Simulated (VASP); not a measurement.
# NaLaMnMoO6 (I-4) in VASP: single point with PBE+U

Aim: the single point of NaLaMnMoO6 with PBE+U.

Everything below comes from runs of VASP 6.6.1. Logs are shortened: lines on timing, memory, paths and dates and some standing lists are left out, and cuts for length are marked.

## (1) The cell of the first run

Symmetry: I-4, No. 82, tetragonal system. The conventional cell has a = 5.446 Å, b = 5.446 Å, c = 7.798 Å, α = 90.00°, β = 90.00°, γ = 90.00°. Na (site symmetry -4) has 12 O at 2.51 to 2.99 Å and 4 Mn at 3.35 Å and 4 Mo at 3.35 Å within 3.4 Å. La (site symmetry -4) has 12 O at 2.51 to 2.99 Å and 4 Mn at 3.35 Å and 4 Mo at 3.35 Å within 3.4 Å. Mn (site symmetry -4) has 6 O at 1.93 to 1.94 Å within 2.6 Å. Within 2.6 Å of Mo (site symmetry -4) lie 6 O at 1.96 to 1.97 Å. O (site symmetry 1) has 1 Mn at 1.94 Å and 1 Mo at 1.97 Å and 1 Na at 2.51 Å and 1 La at 2.51 Å within 2.6 Å. O (site symmetry 2) has 1 Mn at 1.93 Å and 1 Mo at 1.96 Å within 2.6 Å.

## (2) Single point, PBE+U, collinear spin, ferromagnetic start

Contents of INCAR:

```
SYSTEM = NaLaMnMoO6
  PREC = Accurate
  ENCUT = 520
  EDIFF = 1E-7
  ISMEAR = -1
  SIGMA = 0.05
  LREAL = .False.
  LASPH = .True.
  NELM = 150
  ALGO = Normal
  ISIF = 2
  LWAVE = .False.
  LCHARG = .True.
  ISPIN = 2
  MAGMOM = 0 0 4 1 0 0 0 0 0 0
  LORBIT = 11
  LMAXMIX = 6
  LDAU = .True.
  LDAUTYPE = 2
  LDAUL = -1 3 2 2 -1
  LDAUU = 0 2 2 2 0
  LDAUJ = 0 0 0 0 0
  LDAUPRINT = 1
  GGA = PE
  LVHAR = .True.
  NBANDS = 56
  KPAR = 2
```

Contents of KPOINTS:

```
Automatic mesh
0
Gamma
  7 7 7
  0 0 0
```

Contents of POSCAR:

```
NaLaMnMoO6
1.0
   -2.7229400000      2.7229400000      3.8988900000
    2.7229400000     -2.7229400000      3.8988900000
    2.7229400000      2.7229400000     -3.8988900000
Na La Mn Mo O
1 1 1 1 6
Direct
    0.2500000000      0.7500000000      0.5000000000
    0.7500000000      0.2500000000      0.5000000000
    0.5000000000      0.5000000000      0.0000000000
    0.0000000000      0.0000000000      0.0000000000
    0.2076600000      0.2960700000      0.5037100000
    0.2960500000      0.7923400000      0.0884100000
    0.7923600000      0.7039500000      0.4962900000
    0.7039300000      0.2076400000      0.9115900000
    0.2519400000      0.2519400000      0.0000000000
    0.7480600000      0.7480600000      0.0000000000
```

Potentials or basis: VASP PAW PBE potentials, release 64 (Na_pv, La, Mn_pv, Mo_sv, O).

The run is started by

```console
cat potpaw_PBE.64/Na_pv/POTCAR potpaw_PBE.64/La/POTCAR potpaw_PBE.64/Mn_pv/POTCAR potpaw_PBE.64/Mo_sv/POTCAR potpaw_PBE.64/O/POTCAR > POTCAR
mpirun -np 2 vasp_std > vasp.out
```

OUTCAR:

```text
SYSTEM = NaLaMnMoO6
   PREC = Accurate
   ENCUT = 520
   EDIFF = 1E-7
   ISMEAR = -1
   LREAL = .False.
   LASPH = .True.
   NELM = 150
   ISIF = 2
   ISPIN = 2
   LORBIT = 11
   GGA = PE

 ion  position               nearest neighbor table
   1  0.250  0.750  0.500-
   2  0.750  0.250  0.500-   5 2.51   6 2.51   7 2.51   8 2.51   9 2.72  10 2.72   9 2.72  10 2.72
                             3 3.35   4 3.35   4 3.35   3 3.35   4 3.35   3 3.35   3 3.35   4 3.35
   3  0.500  0.500  0.000-   9 1.93  10 1.93   7 1.94   8 1.94   5 1.94   6 1.94   2 3.35   2 3.35
                             2 3.35   2 3.35
   4  0.000  0.000  0.000-   9 1.96  10 1.96   8 1.97   5 1.97   6 1.97   7 1.97   2 3.35   2 3.35
                             2 3.35   2 3.35
   5  0.208  0.296  0.504-   3 1.94   4 1.97   2 2.51
   6  0.296  0.792  0.088-   3 1.94   4 1.97   2 2.51
   7  0.792  0.704  0.496-   3 1.94   4 1.97   2 2.51
   8  0.704  0.208  0.912-   3 1.94   4 1.97   2 2.51
   9  0.252  0.252  0.000-   3 1.93   4 1.96   2 2.72   2 2.72
  10  0.748  0.748  0.000-   3 1.93   4 1.96   2 2.72   2 2.72

  LATTYP: Found a body centered tetragonal cell.
 ALAT       =     5.4458800000
 C/A-ratio  =     1.4318677606

  Lattice vectors:

 A1 = (  -2.7229400000,   2.7229400000,   3.8988900000)
 A2 = (   2.7229400000,  -2.7229400000,   3.8988900000)
 A3 = (   2.7229400000,   2.7229400000,  -3.8988900000)

Analysis of symmetry for initial positions (statically):
=====================================================================
 Subroutine PRICEL returns:
 Original cell was already a primitive cell.

 Routine SETGRP: Setting up the symmetry group for a
 body centered tetragonal supercell.

 Subroutine GETGRP returns: Found  4 space group operations
 (whereof  4 operations were pure point group operations)
 out of a pool of 16 trial point group operations.

The static configuration has the point symmetry S_4 .

Analysis of symmetry for dynamics (positions and initial velocities):
=====================================================================
 Subroutine PRICEL returns:
 Original cell was already a primitive cell.

 Routine SETGRP: Setting up the symmetry group for a
 body centered tetragonal supercell.

 Subroutine GETGRP returns: Found  4 space group operations
 (whereof  4 operations were pure point group operations)
 out of a pool of 16 trial point group operations.

The dynamic configuration has the point symmetry S_4 .

Analysis of structural, dynamic, and magnetic symmetry:
=====================================================================
 Subroutine PRICEL returns:
 Original cell was already a primitive cell.

 Routine SETGRP: Setting up the symmetry group for a
 body centered tetragonal supercell.

 Subroutine GETGRP returns: Found  4 space group operations
 (whereof  4 operations were pure point group operations)
 out of a pool of 16 trial point group operations.

The overall configuration has the point symmetry S_4 .

 Subroutine INISYM returns: Found  4 space group operations
 (whereof  4 operations are pure point group operations),
 and found     1 'primitive' translations

----------------------------------------------------------------------------------------

                                     Primitive cell

  volume of cell :     115.6318

  direct lattice vectors                    reciprocal lattice vectors
[... 122 lines left out ...]
     AMIX     =   0.40;   BMIX     =  1.00
     AMIX_MAG =   1.60;   BMIX_MAG =  1.00
  volume/ion in A,a.u.               =      11.56        78.03
  Fermi-wavevector in a.u.,A,eV,Ry     =   1.453932  2.747533 28.761609  2.113919
  Thomas-Fermi vector in A             =   2.571141
   LORBIT       =     11    0 simple, 1 ext, 2 COOP (PROOUT), +10 PAW based schemes
 LDA+U is selected, type is set to LDAUTYPE =  2
   angular momentum for each species LDAUL =    -1    3    2    2   -1
   U (eV)           for each species LDAUU =   0.0  2.0  2.0  2.0  0.0
   J (eV)           for each species LDAUJ =   0.0  0.0  0.0  0.0  0.0
   GGA     = PE    functional components
   LHFCALC =     F    Hartree Fock is set to
   AEXX    =    0.0000 exact exchange contribution
   IVDW    =     0    specifies the selected vdW correction
   LEPSILON=     F    determine dielectric tensor
   LRPA    =     F    only Hartree local field effects (RPA)
 spin polarized calculation
  energy-cutoff  :      520.00
  volume of cell :      115.63
 maximum number of plane-waves:      3129
 NGX is ok and might be reduce to    42
   NGX = 21   NGY = 21   NGZ = 21

atom =   2  type =  2  l = 3

 onsite density matrix

spin component  1
[... 91 lines left out ...]
  o =  0.2151  v =  0.0000  1.0000  0.0000 -0.0000  0.0000  0.0000  0.0000  0.0000  0.0000  0.0000      0.0000  0.0000  0.0000  0.0000  0.0000  0.0000  0.0000  0.0000  0.0000  0.0000
  o =  0.2151  v =  0.0000  0.0000  0.0000  1.0000 -0.0000  0.0000  0.0000  0.0000  0.0000  0.0000      0.0000  0.0000  0.0000  0.0000  0.0000  0.0000  0.0000  0.0000  0.0000  0.0000
  o =  0.2671  v =  0.5650  0.0000  0.0000 -0.0000 -0.8251  0.0000  0.0000  0.0000  0.0000  0.0000      0.0000  0.0000  0.0000  0.0000  0.0000  0.0000  0.0000  0.0000  0.0000  0.0000
  o =  0.3731  v =  0.0000  0.0000  0.0000  0.0000  0.0000  0.5097  0.0000 -0.0000  0.0000  0.8604      0.0000  0.0000  0.0000  0.0000  0.0000  0.0000  0.0000  0.0000  0.0000  0.0000
  o =  0.3843  v =  0.0000  0.0000  0.0000  0.0000  0.0000  0.0000  0.0000  1.0000  0.0000 -0.0000      0.0000  0.0000  0.0000  0.0000  0.0000  0.0000  0.0000  0.0000  0.0000  0.0000
  o =  0.4036  v =  0.0000  0.0000  0.0000  0.0000  0.0000 -0.8604  0.0000 -0.0000  0.0000  0.5097      0.0000  0.0000  0.0000  0.0000  0.0000  0.0000  0.0000  0.0000  0.0000  0.0000
  o =  0.4125  v =  0.0000 -0.0000  1.0000 -0.0000  0.0000  0.0000  0.0000  0.0000  0.0000  0.0000      0.0000  0.0000  0.0000  0.0000  0.0000  0.0000  0.0000  0.0000  0.0000  0.0000
  o =  0.4260  v = -0.8251  0.0000  0.0000 -0.0000 -0.5650  0.0000  0.0000  0.0000  0.0000  0.0000      0.0000  0.0000  0.0000  0.0000  0.0000  0.0000  0.0000  0.0000  0.0000  0.0000
  o =  0.4990  v =  0.0000  0.0000  0.0000  0.0000  0.0000  0.0000  0.0039  0.0000 -1.0000  0.0000      0.0000  0.0000  0.0000  0.0000  0.0000  0.0000  0.0000  0.0000  0.0000  0.0000
  o =  0.4990  v =  0.0000  0.0000  0.0000  0.0000  0.0000  0.0000 -1.0000  0.0000 -0.0039  0.0000      0.0000  0.0000  0.0000  0.0000  0.0000  0.0000  0.0000  0.0000  0.0000  0.0000

 number of electron      81.0000010 magnetization       2.8040416

 Free energy of the ion-electron system (eV)
  ---------------------------------------------------
  ext. energy  EPLUGINS =         0.00000000
  ---------------------------------------------------
  free energy    TOTEN  =       -74.68504684 eV

  energy without entropy =      -74.65166155  energy(sigma->0) =      -74.66835419

 E-fermi :   7.7267     XC(G=0): -11.3306

 val. band max:        7.7217503764   @ k =  -0.2857  -0.4286   0.0000
 cond. band min:       7.7363960939   @ k =  -0.1429  -0.2857  -0.1429
 fundamental gap:      0.0146457175
 Fermi energy:         7.7266545054

 spin component 1

 k-point     1 :       0.0000    0.0000    0.0000
  band No.  band energies     occupation
      1     -55.2513      1.00000
      2     -43.2875      1.00000
      3     -43.2875      1.00000
      4     -43.2446      1.00000
      5     -29.4176      1.00000
      6     -29.4176      1.00000
[... 2633 lines left out ...]
     51      10.7823      0.00000
     52      10.8340      0.00000

 [... further k-points ...]

 [bands above 52 left out]

------------------------ aborting loop because EDIFF is reached ----------------------------------------

  FORCE on cell =-STRESS in cart. coord.  units (eV):
  Direction    XX          YY          ZZ          XY          YZ          ZX
  --------------------------------------------------------------------------------------
  -------------------------------------------------------------------------------------
  Total        3.5909400      3.5909400      4.8453109     -0.0000013     -0.0000000      0.0000000
  in kB       49.7555594     49.7555594     67.1359458     -0.0000181     -0.0000000      0.0000000
  external PRESSURE =      55.5490216 kB  Pullay stress =       0.0000000 kB

 VOLUME and BASIS-vectors are now :
 -----------------------------------------------------------------------------
  energy-cutoff  :      520.00
  volume of cell :      115.63
      direct lattice vectors                 reciprocal lattice vectors
    -2.722940000  2.722940000  3.898890000     0.000000000  0.183625052  0.128241628
     2.722940000 -2.722940000  3.898890000     0.183625052  0.000000000  0.128241628
     2.722940000  2.722940000 -3.898890000     0.183625052  0.183625052  0.000000000

 POSITION                                       TOTAL-FORCE (eV/Angst)
 -----------------------------------------------------------------------------------
      2.72294     -0.00000      1.94945        -0.000000      0.000000     -0.000000
     -0.00000      2.72294      1.94945        -0.000000      0.000000     -0.000000
      0.00000      0.00000      3.89889        -0.000000      0.000000     -0.000000
      0.00000      0.00000      0.00000        -0.000000      0.000000     -0.000000
      1.61231      1.13084      0.00008        -0.301856     -0.513931     -0.016539
      1.59210     -1.11063      3.89881         0.513931     -0.301856      0.016539
      1.11063      1.59210      3.89897         0.301856      0.513931     -0.016539
      1.13084      3.83357     -0.00008        -0.513931      0.301856      0.016539
      0.00000      0.00000      1.96457        -0.000000      0.000000     -0.589692
      0.00000      0.00000      5.83321        -0.000000      0.000000      0.589692
 -----------------------------------------------------------------------------------
    total drift:                                0.000007      0.000007      0.000011

  FREE ENERGIE OF THE ION-ELECTRON SYSTEM (eV)
  ---------------------------------------------------
  free  energy   TOTEN  =       -74.6850468415 eV

  energy  without entropy=      -74.6516615485  energy(sigma->0) =      -74.66835419

 total charge

# of ion       s       p       d       f       tot
--------------------------------------------------
    1        0.040   5.981   0.000   0.000   6.021
    2        2.006   5.703   0.552   0.182   8.443
    3        0.307   6.387   4.942   0.000  11.636
    4        2.350   6.322   3.636   0.000  12.308
    5        1.567   3.479   0.000   0.000   5.046
    6        1.567   3.479   0.000   0.000   5.046
    7        1.567   3.479   0.000   0.000   5.046
    8        1.567   3.479   0.000   0.000   5.046
    9        1.565   3.476   0.000   0.000   5.041
   10        1.565   3.476   0.000   0.000   5.041
--------------------------------------------------
tot         14.100  45.262   9.130   0.182  68.673

 magnetization (x)

# of ion       s       p       d       f       tot
--------------------------------------------------
    1       -0.000   0.000   0.000   0.000   0.000
    2        0.000   0.000  -0.007  -0.006  -0.012
    3        0.016   0.027   3.309   0.000   3.352
    4       -0.004  -0.011  -0.620   0.000  -0.635
    5        0.004   0.010   0.000   0.000   0.013
    6        0.004   0.010   0.000   0.000   0.013
    7        0.004   0.010   0.000   0.000   0.013
    8        0.004   0.010   0.000   0.000   0.013
    9        0.004   0.005   0.000   0.000   0.009
   10        0.004   0.005   0.000   0.000   0.009
--------------------------------------------------
tot          0.035   0.066   2.681  -0.006   2.776
```

Run time: 12 min. Hardware: 2 MPI ranks of Intel Xeon 6975P-C (Granite Rapids), shared host; peak memory 0.71 GiB.

Results:

```
Free energy                                           : -74.6850 eV
Pressure                                              : 5.6 GPa
Largest force                                         : 0.596 eV/Å
Net moment                                            : 2.80 μB per cell
Site moments                                          : Na +0.00; La -0.01; Mn +3.35; Mo -0.64; O +0.01 μB
Valence electrons inside the program's atomic spheres : Na 6.02; La 8.44; Mn 11.64; Mo 12.31; O 5.05, 5.04 (each value once)
```

Forces on the atoms (eV/Å):
```
Na   0.000  0.000  0.000
La   0.000  0.000  0.000
Mn   0.000  0.000  0.000
Mo   0.000  0.000  0.000
O   -0.302 -0.514 -0.017
O    0.514 -0.302  0.017
O    0.302  0.514 -0.017
O   -0.514  0.302  0.017
O    0.000  0.000 -0.590
O    0.000  0.000  0.590
```

Stress tensor (GPa, compression positive):
```
4.98 0.00 0.00
0.00 4.98 0.00
0.00 0.00 6.71
```

Eigenvalues of the final occupation matrices:
| site | spin | trace | eigenvalues |
| --- | --- | --- | --- |
| site 2 f | 1 | 0.09 | 0.01 0.01 0.01 0.01 0.02 0.02 0.02 |
| site 2 f | 2 | 0.10 | 0.01 0.01 0.01 0.01 0.02 0.02 0.02 |
| site 3 d | 1 | 4.14 | 0.64 0.68 0.94 0.94 0.95 |
| site 3 d | 2 | 0.83 | 0.11 0.13 0.13 0.23 0.24 |
| site 4 d | 1 | 1.54 | 0.22 0.22 0.27 0.41 0.43 |
| site 4 d | 2 | 2.16 | 0.37 0.38 0.40 0.50 0.50 |

Caveat: the cell stands under pressure; spin-orbit coupling is left out, which moves the levels of the heavy elements; a cell with one magnetic atom can't hold antiferromagnetic order, which such compounds often take.
